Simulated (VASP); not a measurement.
# Li3Si2N (Cmmm) in VASP: further runs

Runs on Li3Si2N. Level: PBE. Tasks: single point.

Program: VASP 6.6.1. These are calculated values, not measurements. Logs are shortened: lines on timing, memory, paths and dates and some standing lists are left out, and cuts for length are marked.

## 1. The cell of the first run

The structure is orthorhombic, space group Cmmm (No. 65). The conventional cell has a = 4.379 Å, b = 6.699 Å, c = 6.223 Å, α = 90.00°, β = 90.00°, γ = 90.00°. Li (site symmetry mm2) has 2 Si at 1.88 Å within 2.5 Å. Li (site symmetry mmm) has 4 Li at 2.62 Å and 2 N at 3.11 Å within 3.5 Å. Within 2.2 Å of Si (site symmetry m2m) lie 1 Si at 1.69 Å and 2 Li at 1.88 Å. Within 3.2 Å of N (site symmetry mmm) lie 6 Si at 2.35 to 2.50 Å and 6 Li at 2.76 to 3.11 Å.

The cell was built from a structure type or drawn by symmetry, and may not be a known phase.

## 2. Single point, PBE

Input file INCAR:

```
PREC = Accurate
ENCUT = 520
EDIFF = 1E-7
ISMEAR = 0
SIGMA = 0.1
LREAL = False
LASPH = True
NELM = 80
ALGO = Normal
ISIF = 2
LWAVE = False
LCHARG = False
GGA = PE
NBANDS = 20
```

Input file KPOINTS:

```
regular mesh
0
Gamma
  6 6 4
```

Input file POSCAR:

```
Li3Si2N
1.0
    2.1895930500     -3.3492886900      0.0000000000
    2.1895930500      3.3492886900      0.0000000000
    0.0000000000      0.0000000000      6.2232310900
Li Si N
3 2 1
Direct
    0.0000000000      0.0000000000      0.2699191000
    0.0000000000      0.0000000000      0.7300809000
    0.5000000000      0.5000000000      0.5000000000
    0.8738468100      0.1261531900      0.0000000000
    0.1261531900      0.8738468100      0.0000000000
    0.5000000000      0.5000000000      0.0000000000
```

Potentials or basis: VASP PAW PBE potentials, release 64 (Li_sv, Si, N).

The run is started by

```sh
cat potpaw_PBE.64/Li_sv/POTCAR potpaw_PBE.64/Si/POTCAR potpaw_PBE.64/N/POTCAR > POTCAR
mpirun -np 1 vasp_std > vasp.out
```

OUTCAR:

```text
PREC = Accurate
   ENCUT = 520
   EDIFF = 1E-7
   ISMEAR = 0
   LREAL = False
   LASPH = True
   NELM = 80
   ISIF = 2
   GGA = PE

 ion  position               nearest neighbor table
   1  0.000  0.000  0.270-   4 1.88   5 1.88
   2  0.000  0.000  0.730-   4 1.88   5 1.88
   3  0.500  0.500  0.500-
   4  0.874  0.126  0.000-   5 1.69   2 1.88   1 1.88   6 2.35   6 2.35   5 2.75   5 2.75
   5  0.126  0.874  0.000-   4 1.69   2 1.88   1 1.88   6 2.35   6 2.35   4 2.75   4 2.75
   6  0.500  0.500  0.000-   5 2.35   4 2.35   5 2.35   4 2.35

  LATTYP: Found a base centered orthorhombic cell.
 ALAT       =     4.3791861000
 B/A-ratio  =     1.5296398068
 C/A-ratio  =     1.4210930862

  Lattice vectors:

 A1 = (   2.1895930500,  -3.3492886900,   0.0000000000)
 A2 = (   2.1895930500,   3.3492886900,   0.0000000000)
 A3 = (   0.0000000000,   0.0000000000,   6.2232310900)

Analysis of symmetry for initial positions (statically):
=====================================================================
 Subroutine PRICEL returns:
 Original cell was already a primitive cell.

 Routine SETGRP: Setting up the symmetry group for a
 base centered orthorhombic supercell.

 Subroutine GETGRP returns: Found  8 space group operations
 (whereof  8 operations were pure point group operations)
 out of a pool of  8 trial point group operations.

The static configuration has the point symmetry D_2h.

Analysis of symmetry for dynamics (positions and initial velocities):
=====================================================================
 Subroutine PRICEL returns:
 Original cell was already a primitive cell.

 Routine SETGRP: Setting up the symmetry group for a
 base centered orthorhombic supercell.

 Subroutine GETGRP returns: Found  8 space group operations
 (whereof  8 operations were pure point group operations)
 out of a pool of  8 trial point group operations.

The dynamic configuration has the point symmetry D_2h.

 Subroutine INISYM returns: Found  8 space group operations
 (whereof  8 operations are pure point group operations),
 and found     1 'primitive' translations

----------------------------------------------------------------------------------------

                                     Primitive cell

  volume of cell :      91.2771

  direct lattice vectors                    reciprocal lattice vectors
     2.189593050 -3.349288690  0.000000000     0.228352935 -0.149285429  0.000000000
     2.189593050  3.349288690  0.000000000     0.228352935  0.149285429  0.000000000
     0.000000000  0.000000000  6.223231090     0.000000000  0.000000000  0.160688232

  length of vectors
     4.001506273  4.001506273  6.223231090     0.272820825  0.272820825  0.160688232

  position of ions in fractional coordinates (direct lattice)
     0.000000000  0.000000000  0.269919100
     0.000000000  0.000000000  0.730080900
     0.500000000  0.500000000  0.500000000
     0.873846810  0.126153190  0.000000000
     0.126153190  0.873846810  0.000000000
     0.500000000  0.500000000  0.000000000

  ion indices of the primitive-cell ions
   primitive index   ion index
                 1           1
                 2           2
                 3           3
                 4           4
                 5           5
                 6           6

----------------------------------------------------------------------------------------

 KPOINTS: regular mesh

Automatic generation of k-mesh.
 Grid dimensions read from file:
 generate k-points for:    6    6    4

 Generating k-lattice:

  Cartesian coordinates                     Fractional coordinates (reciprocal lattice)
     0.038058823 -0.024880905  0.000000000     0.166666667 -0.000000000  0.000000000
     0.038058823  0.024880905  0.000000000    -0.000000000  0.166666667  0.000000000
     0.000000000  0.000000000  0.040172058     0.000000000  0.000000000  0.250000000

  Length of vectors
     0.045470137  0.045470137  0.040172058

  Shift w.r.t. Gamma in fractional coordinates (k-lattice)
     0.000000000  0.000000000  0.000000000

 Subroutine IBZKPT returns following result:
 ===========================================

 Found     39 irreducible k-points:

 Following reciprocal coordinates:
            Coordinates               Weight
  0.000000  0.000000  0.000000      1.000000
  0.166667  0.000000  0.000000      4.000000
  0.333333  0.000000  0.000000      4.000000
  0.500000  0.000000  0.000000      2.000000
  0.166667  0.166667  0.000000      2.000000
  0.333333  0.166667  0.000000      4.000000
[... 16 lines left out ...]
  0.333333  0.333333  0.250000      4.000000
  0.500000  0.333333  0.250000      8.000000
 [... further k-points ...]
   k-points           NKPTS =     39   k-points in BZ     NKDIM =     39   number of bands    NBANDS=     20
   number of dos      NEDOS =    301   number of ions     NIONS =      6
   total plane-waves  NPLWV =  43200
   dimension x,y,z NGX =    30 NGY =   30 NGZ =   48
   dimension x,y,z NGXF=    60 NGYF=   60 NGZF=   96
   ions per type =               3   2   1
   NGX,Y,Z   is equivalent  to a cutoff of  12.46, 12.46, 12.82 a.u.
   NGXF,Y,Z  is equivalent  to a cutoff of  24.93, 24.93, 25.65 a.u.
 SYSTEM =  unknown system
   PREC   = accura    normal or accurate (medium, high low for compatibility)
   ISTART =      0    job   : 0-new  1-cont  2-samecut
   ICHARG =      2    charge: 1-file 2-atom 10-const
   ISPIN  =      1    spin polarized calculation?
   LNONCOLLINEAR =      F non collinear calculations
   LSORBIT =      F    spin-orbit coupling
   LASPH  =      T    aspherical Exc in radial PAW
   ENCUT  =  520.0 eV  38.22 Ry    6.18 a.u.   7.44  7.44 11.57*2*pi/ulx,y,z
   NELM   =     80;   NELMIN=  2; NELMDL= -5     # of ELM steps
   EDIFF  = 0.1E-06   stopping-criterion for ELM
   LREAL  =      F    real-space projection
   EDIFFG = 0.1E-05   stopping-criterion for IOM
   NSW    =      0    number of steps for IOM
   IBRION =     -1    ionic relax: 0-MD 1-quasi-New 2-CG
   NFREE  =      0    steps in history (QN), initial steepest desc. (CG)
   ISIF   =      2    stress and relaxation
   ISYM   =      2    0-nonsym 1-usesym 2-fastsym
   POTIM  = 0.5000    time-step for ionic-motion
   TEBEG  =    0.0;   TEEND  =   0.0 temperature during run
   PSTRESS=    0.0 pullay stress
   NELECT =      22.0000    total number of electrons
   NUPDOWN=      -1.0000    fix difference up-down
   EMIN   =  10.00;   EMAX   =-10.00  energy-range for DOS
   EFERMI =   0.00;   METHOD = LEGACY
   ISMEAR =     0;   SIGMA  =   0.10  broadening in eV -4-tet -1-fermi 0-gaus
   EFERMI_NEDOS =   21; number of points for ismear=-14 and -15
   IALGO  =     38    algorithm
   IMIX   =      4    mixing-type and parameters
     AMIX     =   0.40;   BMIX     =  1.00
     AMIX_MAG =   1.60;   BMIX_MAG =  1.00
  volume/ion in A,a.u.               =      15.21       102.66
  Fermi-wavevector in a.u.,A,eV,Ry     =   1.018814  1.925280 14.122614  1.037983
  Thomas-Fermi vector in A             =   2.152293
   LORBIT       =      0    0 simple, 1 ext, 2 COOP (PROOUT), +10 PAW based schemes
   GGA     = PE    functional components
   LHFCALC =     F    Hartree Fock is set to
   AEXX    =    0.0000 exact exchange contribution
   IVDW    =     0    specifies the selected vdW correction
   LEPSILON=     F    determine dielectric tensor
   LRPA    =     F    only Hartree local field effects (RPA)
 non-spin polarized calculation
 Gauss-broadening in eV      SIGMA  =   0.10
  energy-cutoff  :      520.00
  volume of cell :       91.28
 maximum number of plane-waves:      2481
 NGX is ok and might be reduce to    30
   NGX = 15   NGY = 15   NGZ = 23

 number of electron      21.9999975 magnetization

 Free energy of the ion-electron system (eV)
  ---------------------------------------------------
  ext. energy  EPLUGINS =         0.00000000
  ---------------------------------------------------
  free energy    TOTEN  =       -11.70454769 eV

  energy without entropy =      -11.68549358  energy(sigma->0) =      -11.69502063

 E-fermi :   3.5842     XC(G=0):  -8.6718

 val. band max:        3.5635434062   @ k =   0.1667   0.0000   0.2500
 cond. band min:       3.5978424456   @ k =   0.5000   0.0000   0.5000
 fundamental gap:      0.0342990395
 Fermi energy:         3.5841555604

 k-point     1 :       0.0000    0.0000    0.0000
  band No.  band energies     occupation
      1     -43.6388      2.00000
      2     -42.5838      2.00000
      3     -42.5737      2.00000
      4     -11.3913      2.00000
      5      -4.9330      2.00000
      6      -1.7480      2.00000
[... 12 lines left out ...]
     19      10.5747      0.00000
     20      11.0600      0.00000

 k-point     2 :       0.1667    0.0000    0.0000
  band No.  band energies     occupation
      1     -43.6386      2.00000
      2     -42.5838      2.00000
      3     -42.5736      2.00000
      4     -11.1973      2.00000
      5      -5.7403      2.00000
      6      -0.9324      2.00000
[... 12 lines left out ...]
     19       9.9436      0.00000
     20      10.9313      0.00000

 k-point     3 :       0.3333    0.0000    0.0000
  band No.  band energies     occupation
      1     -43.6383      2.00000
      2     -42.5839      2.00000
      3     -42.5735      2.00000
      4     -10.6960      2.00000
      5      -7.0336      2.00000
      6      -0.9656      2.00000
[... 12 lines left out ...]
     19       9.2851      0.00000
     20      10.3814      0.00000

 k-point     4 :       0.5000    0.0000    0.0000
  band No.  band energies     occupation
      1     -43.6381      2.00000
      2     -42.5839      2.00000
      3     -42.5734      2.00000
      4     -10.3273      2.00000
      5      -7.7065      2.00000
      6      -1.2174      2.00000
[... 12 lines left out ...]
     19       9.6854      0.00000
     20      11.0802      0.00000

 k-point     5 :       0.1667    0.1667    0.0000
  band No.  band energies     occupation
      1     -43.6384      2.00000
      2     -42.5840      2.00000
      3     -42.5736      2.00000
      4     -10.8446      2.00000
      5      -6.7980      2.00000
      6      -1.6638      2.00000
[... 12 lines left out ...]
     19      10.5478      0.00000
     20      12.2486      0.00000

 k-point     6 :       0.3333    0.1667    0.0000
  band No.  band energies     occupation
      1     -43.6381      2.00000
      2     -42.5839      2.00000
      3     -42.5734      2.00000
      4     -10.3624      2.00000
      5      -7.5462      2.00000
      6      -2.7463      2.00000
[... 12 lines left out ...]
     19      10.4009      0.00000
     20      12.1687      0.00000

 k-point     7 :       0.5000    0.1667    0.0000
  band No.  band energies     occupation
      1     -43.6382      2.00000
      2     -42.5838      2.00000
      3     -42.5733      2.00000
      4     -10.3871      2.00000
      5      -7.2725      2.00000
      6      -3.0271      2.00000
[... 12 lines left out ...]
     19      10.5487      0.00000
     20      11.2429      0.00000
[... 277 lines left out ...]
 k-point    20 :       0.5000    0.1667    0.2500
  band No.  band energies     occupation
      1     -43.6382      2.00000
      2     -42.5823      2.00000
      3     -42.5748      2.00000
      4     -10.3871      2.00000
      5      -7.2714      2.00000
      6      -3.0132      2.00000
[... 12 lines left out ...]
     19      10.5982      0.00000
     20      10.7717      0.00000

 k-point    21 :      -0.3333    0.1667    0.2500
  band No.  band energies     occupation
      1     -43.6385      2.00000
      2     -42.5822      2.00000
      3     -42.5749      2.00000
      4     -10.8613      2.00000
      5      -6.0630      2.00000
      6      -2.5662      2.00000
[... 12 lines left out ...]
     19       9.8166      0.00000
     20      10.4412      0.00000

 k-point    22 :      -0.1667    0.1667    0.2500
  band No.  band energies     occupation
      1     -43.6387      2.00000
      2     -42.5822      2.00000
      3     -42.5750      2.00000
      4     -11.1999      2.00000
      5      -5.1223      2.00000
      6      -2.1051      2.00000
[... 12 lines left out ...]
     19      10.6190      0.00000
     20      10.7624      0.00000

 k-point    23 :       0.3333    0.3333    0.2500
  band No.  band energies     occupation
      1     -43.6382      2.00000
      2     -42.5823      2.00000
      3     -42.5748      2.00000
      4     -10.2334      2.00000
      5      -7.2461      2.00000
      6      -3.9454      2.00000
[... 12 lines left out ...]
     19      10.8805      0.00000
     20      11.7773      0.00000

 k-point    24 :       0.5000    0.3333    0.2500
  band No.  band energies     occupation
      1     -43.6383      2.00000
      2     -42.5820      2.00000
      3     -42.5746      2.00000
      4     -10.4613      2.00000
      5      -6.1759      2.00000
      6      -4.2593      2.00000
[... 12 lines left out ...]
     19      10.5578      0.00000
     20      10.8931      0.00000

 [... further k-points ...]
[... 5 lines left out ...]
  --------------------------------------------------------------------------------------
  -------------------------------------------------------------------------------------
  Total       -2.8448084     33.8475095     29.3563922     -0.0000000      0.0000000      0.0000000
  in kB      -49.9346139    594.1216629    515.2895693     -0.0000000      0.0000000      0.0000000
  external PRESSURE =     353.1588728 kB  Pullay stress =       0.0000000 kB

 VOLUME and BASIS-vectors are now :
 -----------------------------------------------------------------------------
  energy-cutoff  :      520.00
  volume of cell :       91.28
      direct lattice vectors                 reciprocal lattice vectors
     2.189593050 -3.349288690  0.000000000     0.228352935 -0.149285429  0.000000000
     2.189593050  3.349288690  0.000000000     0.228352935  0.149285429  0.000000000
     0.000000000  0.000000000  6.223231090     0.000000000  0.000000000  0.160688232

 POSITION                                       TOTAL-FORCE (eV/Angst)
 -----------------------------------------------------------------------------------
      0.00000      0.00000      1.67977        -0.000000      0.000000      8.494129
      0.00000      0.00000      4.54346         0.000000      0.000000     -8.494129
      2.18959      0.00000      3.11162         0.000000     -0.000000      0.000000
      2.18959     -2.50424      0.00000        -0.000000     23.977017     -0.000000
      2.18959      2.50424      0.00000        -0.000000    -23.977017      0.000000
      2.18959      0.00000      0.00000         0.000000      0.000000      0.000000
 -----------------------------------------------------------------------------------
    total drift:                                0.000000      0.000000      0.000000

  FREE ENERGIE OF THE ION-ELECTRON SYSTEM (eV)
  ---------------------------------------------------
  free  energy   TOTEN  =       -11.7045476875 eV

  energy  without entropy=      -11.6854935802  energy(sigma->0) =      -11.69502063
```

Run time: 67 s. Hardware: 1 thread of Intel Xeon Platinum 8259CL at 2.50GHz (Skylake/Cascade Lake), shared host; peak memory 0.22 GiB.

Results:

| Quantity | Value |
| --- | --- |
| Free energy | -11.7045 eV |
| Largest force | 23.977 eV/Å |
| Band gap on the k mesh | zero (bands 11 and 12 overlap by 1.39 eV) |

Forces in eV/Å, atoms in the order of the input:
```
Li    0.000   0.000   8.494
Li    0.000   0.000  -8.494
Li    0.000   0.000   0.000
Si    0.000  23.977   0.000
Si    0.000 -23.977   0.000
N     0.000   0.000   0.000
```

Levels at points of the mesh, in eV from the Fermi level:
```csv
k point,band 8,band 9,band 10,band 11,band 12,band 13,band 14,band 15
"(0.00, 0.00, 0.00)",-2.88,-2.86,-1.00,-0.95,-0.24,0.47,3.14,3.47
"(0.50, 0.00, 0.00)",-2.87,-2.49,-0.70,-0.15,0.47,1.28,1.60,2.54
"(0.50, 0.50, 0.00)",-3.06,-1.09,-0.14,-0.02,1.24,1.96,2.59,3.16
"(0.00, 0.00, 0.50)",-2.88,-2.33,-1.07,-0.95,-0.22,0.47,2.56,2.85
"(0.50, 0.00, 0.50)",-3.04,-2.62,-0.61,0.01,0.61,0.81,2.08,3.08
"(0.50, 0.50, 0.50)",-3.06,-1.94,-0.21,0.90,1.65,1.65,3.26,3.31
```

Caveat: the cutoff is under 1.25 times the usual one of these potentials, so pressure, stress and relaxed cells hold a basis-set (Pulay) error; forces of over 1 eV/Å act on the atoms, so gaps and moduli don't describe the material at rest.

[end of part 1 of 2]
